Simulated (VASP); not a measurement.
# Zr (I4/mmm) in VASP: further runs

Runs on Zr. Level: PBE. Tasks: single point.

All numbers are computed with VASP 6.6.1; they aren't measurements. Logs are shortened: lines on timing, memory, paths and dates and some standing lists are left out, and cuts for length are marked.

### 1 The cell of the first run

The structure is tetragonal, space group I4/mmm (No. 139). The conventional cell has a = 3.632 Å, b = 3.632 Å, c = 3.370 Å, α = 90.00°, β = 90.00°, γ = 90.00°. Zr (site symmetry 4/mmm) has 14 Zr at 3.07 to 3.63 Å within 4.0 Å.

### 2 Single point, PBE (volume 22.228 Å^3 an atom, c/a of the conventional cell 0.9280)

Contents of INCAR:

```
SYSTEM = Zr
PREC = Accurate
ENCUT = 500
EDIFF = 1E-6
ISMEAR = 0
SIGMA = 0.15
LREAL = .False.
LASPH = .True.
NELM = 120
ALGO = Normal
ISIF = 2
LWAVE = .False.
LCHARG = .False.
GGA = PE
NBANDS = 12
GGA_COMPAT = .False.
```

Contents of KPOINTS:

```
regular mesh
0
Gamma
  20 20 20
  0 0 0
```

Contents of POSCAR:

```
Zr
1.0
   -1.8159231848      1.8159231848      1.6851767155
    1.8159231848     -1.8159231848      1.6851767155
    1.8159231848      1.8159231848     -1.6851767155
Zr
1
Direct
    0.0000000000      0.0000000000      0.0000000000
```

Potentials or basis: VASP PAW PBE potentials, release 64 (Zr_sv).

Started as:

```console
> cat potpaw_PBE.64/Zr_sv/POTCAR > POTCAR
> mpirun -np 1 vasp_std > vasp.out
```

OUTCAR:

```text
SYSTEM = Zr
   PREC = Accurate
   ENCUT = 500
   EDIFF = 1E-6
   ISMEAR = 0
   LREAL = .False.
   LASPH = .True.
   NELM = 120
   ISIF = 2
   GGA = PE

 ion  position               nearest neighbor table
   1  0.000  0.000  0.000-

  LATTYP: Found a body centered tetragonal cell.
 ALAT       =     3.6318463696
 C/A-ratio  =     0.9280000000

  Lattice vectors:

 A1 = (  -1.8159231848,   1.8159231848,   1.6851767155)
 A2 = (   1.8159231848,  -1.8159231848,   1.6851767155)
 A3 = (   1.8159231848,   1.8159231848,  -1.6851767155)

Analysis of symmetry for initial positions (statically):
=====================================================================
 Subroutine PRICEL returns:
 Original cell was already a primitive cell.

 Routine SETGRP: Setting up the symmetry group for a
 body centered tetragonal supercell.

 Subroutine GETGRP returns: Found 16 space group operations
 (whereof 16 operations were pure point group operations)
 out of a pool of 16 trial point group operations.

The static configuration has the point symmetry D_4h.

Analysis of symmetry for dynamics (positions and initial velocities):
=====================================================================
 Subroutine PRICEL returns:
 Original cell was already a primitive cell.

 Routine SETGRP: Setting up the symmetry group for a
 body centered tetragonal supercell.

 Subroutine GETGRP returns: Found 16 space group operations
 (whereof 16 operations were pure point group operations)
 out of a pool of 16 trial point group operations.

The dynamic configuration has the point symmetry D_4h.

 Subroutine INISYM returns: Found 16 space group operations
 (whereof 16 operations are pure point group operations),
 and found     1 'primitive' translations

----------------------------------------------------------------------------------------

                                     Primitive cell

  volume of cell :      22.2280

  direct lattice vectors                    reciprocal lattice vectors
    -1.815923185  1.815923185  1.685176715     0.000000000  0.275342043  0.296704788
     1.815923185 -1.815923185  1.685176715     0.275342043  0.000000000  0.296704788
     1.815923185  1.815923185 -1.685176715     0.275342043  0.275342043  0.000000000

  length of vectors
     3.071640374  3.071640374  3.071640374     0.404780153  0.404780153  0.389392452

  position of ions in fractional coordinates (direct lattice)
     0.000000000  0.000000000  0.000000000

  ion indices of the primitive-cell ions
   primitive index   ion index
                 1           1

----------------------------------------------------------------------------------------

 KPOINTS: regular mesh

Automatic generation of k-mesh.
 Grid dimensions read from file:
 generate k-points for:   20   20   20

 Generating k-lattice:

  Cartesian coordinates                     Fractional coordinates (reciprocal lattice)
     0.000000000  0.013767102  0.014835239     0.050000000  0.000000000  0.000000000
     0.013767102  0.000000000  0.014835239     0.000000000  0.050000000  0.000000000
     0.013767102  0.013767102  0.000000000     0.000000000  0.000000000  0.050000000

  Length of vectors
     0.020239008  0.020239008  0.019469623

  Shift w.r.t. Gamma in fractional coordinates (k-lattice)
     0.000000000  0.000000000  0.000000000

 Subroutine IBZKPT returns following result:
 ===========================================

 Found    641 irreducible k-points:

 Following reciprocal coordinates:
            Coordinates               Weight
  0.000000  0.000000  0.000000      1.000000
  0.050000  0.000000  0.000000      8.000000
  0.100000  0.000000  0.000000      8.000000
  0.150000 -0.000000  0.000000      8.000000
  0.200000  0.000000  0.000000      8.000000
  0.250000  0.000000  0.000000      8.000000
[... 16 lines left out ...]
 -0.400000  0.050000  0.000000     16.000000
 -0.350000  0.050000  0.000000     16.000000
 [... further k-points ...]
   k-points           NKPTS =    641   k-points in BZ     NKDIM =    641   number of bands    NBANDS=     12
   number of dos      NEDOS =    301   number of ions     NIONS =      1
   total plane-waves  NPLWV =  13824
   dimension x,y,z NGX =    24 NGY =   24 NGZ =   24
   dimension x,y,z NGXF=    48 NGYF=   48 NGZF=   48
   ions per type =               1
   NGX,Y,Z   is equivalent  to a cutoff of  12.99, 12.99, 12.99 a.u.
   NGXF,Y,Z  is equivalent  to a cutoff of  25.98, 25.98, 25.98 a.u.
 SYSTEM =  Zr
   PREC   = accura    normal or accurate (medium, high low for compatibility)
   ISTART =      0    job   : 0-new  1-cont  2-samecut
   ICHARG =      2    charge: 1-file 2-atom 10-const
   ISPIN  =      1    spin polarized calculation?
   LNONCOLLINEAR =      F non collinear calculations
   LSORBIT =      F    spin-orbit coupling
   LASPH  =      T    aspherical Exc in radial PAW
   ENCUT  =  500.0 eV  36.75 Ry    6.06 a.u.   5.60  5.60  5.60*2*pi/ulx,y,z
   NELM   =    120;   NELMIN=  2; NELMDL= -5     # of ELM steps
   EDIFF  = 0.1E-05   stopping-criterion for ELM
   LREAL  =      F    real-space projection
   EDIFFG = 0.1E-04   stopping-criterion for IOM
   NSW    =      0    number of steps for IOM
   IBRION =     -1    ionic relax: 0-MD 1-quasi-New 2-CG
   NFREE  =      0    steps in history (QN), initial steepest desc. (CG)
   ISIF   =      2    stress and relaxation
   ISYM   =      2    0-nonsym 1-usesym 2-fastsym
   POTIM  = 0.5000    time-step for ionic-motion
   TEBEG  =    0.0;   TEEND  =   0.0 temperature during run
   PSTRESS=    0.0 pullay stress
   NELECT =      12.0000    total number of electrons
   NUPDOWN=      -1.0000    fix difference up-down
   EMIN   =  10.00;   EMAX   =-10.00  energy-range for DOS
   EFERMI =   0.00;   METHOD = LEGACY
   ISMEAR =     0;   SIGMA  =   0.15  broadening in eV -4-tet -1-fermi 0-gaus
   EFERMI_NEDOS =   21; number of points for ismear=-14 and -15
   IALGO  =     38    algorithm
   IMIX   =      4    mixing-type and parameters
     AMIX     =   0.40;   BMIX     =  1.00
     AMIX_MAG =   1.60;   BMIX_MAG =  1.00
  volume/ion in A,a.u.               =      22.23       150.00
  Fermi-wavevector in a.u.,A,eV,Ry     =   1.333015  2.519034 24.176596  1.776930
  Thomas-Fermi vector in A             =   2.461906
   LORBIT       =      0    0 simple, 1 ext, 2 COOP (PROOUT), +10 PAW based schemes
   GGA     = PE    functional components
   LHFCALC =     F    Hartree Fock is set to
   AEXX    =    0.0000 exact exchange contribution
   IVDW    =     0    specifies the selected vdW correction
   LEPSILON=     F    determine dielectric tensor
   LRPA    =     F    only Hartree local field effects (RPA)
 non-spin polarized calculation
 Gauss-broadening in eV      SIGMA  =   0.15
  energy-cutoff  :      500.00
  volume of cell :       22.23
 maximum number of plane-waves:       578
   NGX = 11   NGY = 11   NGZ = 11

 number of electron      12.0000000 magnetization

 Free energy of the ion-electron system (eV)
  ---------------------------------------------------
  ext. energy  EPLUGINS =         0.00000000
  ---------------------------------------------------
  free energy    TOTEN  =        -8.44495596 eV

  energy without entropy =       -8.42459968  energy(sigma->0) =       -8.43477782

 E-fermi :   9.2450     XC(G=0): -11.2885

 val. band max:        9.2444551210   @ k =  -0.2500   0.3000   0.1000
 cond. band min:       9.2454078612   @ k =   0.4500   0.3000   0.0500
 fundamental gap:      0.0009527402
 Fermi energy:         9.2449633561

 k-point     1 :       0.0000    0.0000    0.0000
  band No.  band energies     occupation
      1     -39.1805      2.00000
      2     -16.6264      2.00000
      3     -16.6264      2.00000
      4     -16.6136      2.00000
      5       3.7921      2.00000
      6       9.8799      0.00000
      7      10.6849      0.00000
      8      10.6849      0.00000
      9      12.3771      0.00000
     10      13.4694      0.00000
     11      21.4246      0.00000
     12      21.4246      0.00000

 k-point     2 :       0.0500    0.0000    0.0000
  band No.  band energies     occupation
      1     -39.1760      2.00000
      2     -16.6504      2.00000
      3     -16.6357      2.00000
      4     -16.6204      2.00000
      5       3.8852      2.00000
      6       9.8949      0.00000
      7      10.6539      0.00000
      8      10.6878      0.00000
      9      12.3709      0.00000
     10      13.3823      0.00000
     11      21.5990      0.00000
     12      21.6043      0.00000

 k-point     3 :       0.1000    0.0000    0.0000
  band No.  band energies     occupation
      1     -39.1628      2.00000
      2     -16.7345      2.00000
      3     -16.6625      2.00000
      4     -16.6247      2.00000
      5       4.1561      2.00000
      6       9.8621      0.00000
      7      10.5387      0.00000
      8      10.7876      0.00000
      9      12.3706      0.00000
     10      13.1933      0.00000
     11      22.0313      0.00000
     12      22.1052      0.00000
[... 286 lines left out ...]
 k-point    23 :      -0.4000    0.0500    0.0000
  band No.  band energies     occupation
      1     -39.0190      2.00000
      2     -17.5734      2.00000
      3     -16.9454      2.00000
      4     -16.6679      2.00000
      5       6.4008      2.00000
      6       8.4939      2.00000
      7      10.1248      0.00000
      8      13.0750      0.00000
      9      13.5620      0.00000
     10      14.6363      0.00000
     11      20.1681      0.00000
     12      21.8998      0.00000

 k-point    24 :      -0.3500    0.0500    0.0000
  band No.  band energies     occupation
      1     -39.0432      2.00000
      2     -17.4415      2.00000
      3     -16.8986      2.00000
      4     -16.6609      2.00000
      5       6.2675      2.00000
      6       8.7058      2.00000
      7       9.7314      0.00000
      8      12.9763      0.00000
      9      13.2610      0.00000
     10      13.7771      0.00000
     11      20.8107      0.00000
     12      22.9351      0.00000

 [... further k-points ...]

------------------------ aborting loop because EDIFF is reached ----------------------------------------

  FORCE on cell =-STRESS in cart. coord.  units (eV):
  Direction    XX          YY          ZZ          XY          YZ          ZX
  --------------------------------------------------------------------------------------
  -------------------------------------------------------------------------------------
  Total        0.4497016      0.4497016      0.2447613      0.0000000     -0.0000000      0.0000000
  in kB       32.4141464     32.4141464     17.6422097      0.0000000     -0.0000000      0.0000000
  external PRESSURE =      27.4901675 kB  Pullay stress =       0.0000000 kB

 VOLUME and BASIS-vectors are now :
 -----------------------------------------------------------------------------
  energy-cutoff  :      500.00
  volume of cell :       22.23
      direct lattice vectors                 reciprocal lattice vectors
    -1.815923185  1.815923185  1.685176715     0.000000000  0.275342043  0.296704788
     1.815923185 -1.815923185  1.685176715     0.275342043  0.000000000  0.296704788
     1.815923185  1.815923185 -1.685176715     0.275342043  0.275342043  0.000000000

 POSITION                                       TOTAL-FORCE (eV/Angst)
 -----------------------------------------------------------------------------------
      0.00000      0.00000      0.00000         0.000000      0.000000     -0.000000
 -----------------------------------------------------------------------------------
    total drift:                                0.000000      0.000000      0.000000

  FREE ENERGIE OF THE ION-ELECTRON SYSTEM (eV)
  ---------------------------------------------------
  free  energy   TOTEN  =        -8.4449559643 eV

  energy  without entropy=       -8.4245996805  energy(sigma->0) =       -8.43477782
```

Run time: 50 s. Hardware: 1 thread of Intel Xeon Platinum 8488C (Sapphire Rapids), shared host; peak memory 0.27 GiB.

Results:

| Quantity | Value |
| --- | --- |
| Free energy | -8.4450 eV |
| Pressure | 2.7 GPa |
| Band gap on the k mesh | zero (band 6 reaches 10.25 eV, above the bottom of band 7 at 8.64 eV) |

Stress tensor (GPa, compression positive):
```
3.24 0.00 0.00
0.00 3.24 0.00
0.00 0.00 1.76
```

Levels at points of the mesh, in eV from the Fermi level:
```tsv
k point	band 3	band 4	band 5	band 6	band 7	band 8	band 9	band 10
(0.00, 0.00, 0.00)	-25.87	-25.86	-5.45	0.63	1.44	1.44	3.13	4.22
(0.50, 0.00, 0.00)	-26.24	-25.91	-2.93	-1.01	1.96	3.77	4.94	6.63
(0.50, 0.50, 0.00)	-26.16	-25.84	-2.91	-0.17	1.47	3.04	4.12	6.52
(0.50, 0.50, 0.50)	-26.68	-26.51	-2.83	-2.65	5.85	5.85	6.08	7.22
```

### 3 Single point, PBE (volume 22.228 Å^3 an atom, c/a of the conventional cell 1.2513)

Contents of INCAR:

```
ALGO = Normal
EDIFF = 1E-6
ENCUT = 500
GGA = PE
GGA_COMPAT = False
ISIF = 2
ISMEAR = 0
LASPH = True
LCHARG = False
LREAL = False
LWAVE = False
NBANDS = 12
NELM = 120
PREC = Accurate
SIGMA = 0.15
```

Contents of KPOINTS:

```
k-points
0
Gamma
  20 20 20
```

Contents of POSCAR:

```
Zr
1.0
   -1.6437142393      1.6437142393      2.0567796276
    1.6437142393     -1.6437142393      2.0567796276
    1.6437142393      1.6437142393     -2.0567796276
Zr
1
Direct
    0.0000000000      0.0000000000      0.0000000000
```

Potentials or basis: VASP PAW PBE potentials, release 64 (Zr_sv).

Started as:

```console
> cat potpaw_PBE.64/Zr_sv/POTCAR > POTCAR
> mpirun -np 1 vasp_std > vasp.out
```

OUTCAR:

```text
EDIFF = 1E-6
   ENCUT = 500
   GGA = PE
   ISIF = 2
   ISMEAR = 0
   LASPH = True
   LREAL = False
   NELM = 120
   PREC = Accurate

 ion  position               nearest neighbor table
   1  0.000  0.000  0.000-

  LATTYP: Found a body centered tetragonal cell.
 ALAT       =     3.2874284786
 C/A-ratio  =     1.2513000000

  Lattice vectors:

 A1 = (  -1.6437142393,   1.6437142393,   2.0567796276)
 A2 = (   1.6437142393,  -1.6437142393,   2.0567796276)
[... 531 lines left out ...]
      4     -16.7085      2.00000
      5       6.1868      2.00000
      6       9.5310      0.11480
      7       9.7960      0.00005
      8      11.3100      0.00000
      9      13.5345      0.00000
     10      13.9056      0.00000
     11      20.0618      0.00000
     12      22.4853      0.00000

 [... further k-points ...]
[... 5 lines left out ...]
  --------------------------------------------------------------------------------------
  -------------------------------------------------------------------------------------
  Total        0.4285378      0.4285378      0.7613853      0.0000000     -0.0000000     -0.0000000
  in kB       30.8886795     30.8886795     54.8800715      0.0000000     -0.0000000     -0.0000000
  external PRESSURE =      38.8858102 kB  Pullay stress =       0.0000000 kB

 VOLUME and BASIS-vectors are now :
 -----------------------------------------------------------------------------
  energy-cutoff  :      500.00
  volume of cell :       22.23
      direct lattice vectors                 reciprocal lattice vectors
    -1.643714239  1.643714239  2.056779628     0.000000000  0.304189127  0.243098479
     1.643714239 -1.643714239  2.056779628     0.304189127  0.000000000  0.243098479
     1.643714239  1.643714239 -2.056779628     0.304189127  0.304189127  0.000000000

 POSITION                                       TOTAL-FORCE (eV/Angst)
 -----------------------------------------------------------------------------------
      0.00000      0.00000      0.00000         0.000000      0.000000      0.000000
 -----------------------------------------------------------------------------------
    total drift:                                0.000000     -0.000000      0.000000

  FREE ENERGIE OF THE ION-ELECTRON SYSTEM (eV)
  ---------------------------------------------------
  free  energy   TOTEN  =        -8.4590648618 eV

  energy  without entropy=       -8.4392711761  energy(sigma->0) =       -8.44916802
```

OSZICAR:

```text
N       E                     dE             d eps       ncg     rms          rms(c)
DAV:   1     0.857639825153E+02    0.85764E+02   -0.68678E+03 15456   0.975E+02
DAV:   2    -0.582084763056E+01   -0.91585E+02   -0.89019E+02 17720   0.269E+02
DAV:   3    -0.870659273200E+01   -0.28857E+01   -0.28445E+01 22952   0.403E+01
DAV:   4    -0.876892684536E+01   -0.62334E-01   -0.62289E-01 17676   0.565E+00
DAV:   5    -0.877049345973E+01   -0.15666E-02   -0.15666E-02 22632   0.647E-01    0.111E+01
DAV:   6    -0.850339324635E+01    0.26710E+00   -0.36130E-01 16944   0.559E+00    0.451E+00
DAV:   7    -0.845580125902E+01    0.47592E-01   -0.19329E-01 18996   0.391E+00    0.706E-01
DAV:   8    -0.845907322037E+01   -0.32720E-02   -0.11791E-02 18168   0.126E+00    0.881E-02
DAV:   9    -0.845907283331E+01    0.38706E-06   -0.40802E-04 20264   0.172E-01    0.241E-02
DAV:  10    -0.845906970918E+01    0.31241E-05   -0.14574E-05 17968   0.403E-02    0.681E-03
DAV:  11    -0.845906501570E+01    0.46935E-05   -0.17989E-06 16692   0.121E-02    0.187E-03
DAV:  12    -0.845906486184E+01    0.15385E-06   -0.10679E-07  9248   0.240E-03
   1 F= -.84590649E+01 E0= -.84491680E+01  d E =-.197937E-01
```

stdout:

```text
POSCAR found type information on POSCAR Zr
 POSCAR found :  1 types and       1 ions
 scaLAPACK will be used
 LDA part: xc-table for (Slater+PW92), standard interpolation
 POSCAR, INCAR and KPOINTS ok, starting setup
 FFT: planning ... GRIDC
 FFT: planning ... GRID_SOFT
 FFT: planning ... GRID
 WAVECAR not read
 entering main loop
```

It took 51 s on 1 thread of Intel Xeon Platinum 8488C (Sapphire Rapids), shared host; peak memory 0.26 GiB.

What came out:

- Free energy: -8.4591 eV
- Pressure: 3.9 GPa
- Band gap on the k mesh: zero (band 6 reaches 10.34 eV, above the bottom of band 7 at 8.73 eV)

(Part 1 of 2 ends here.)
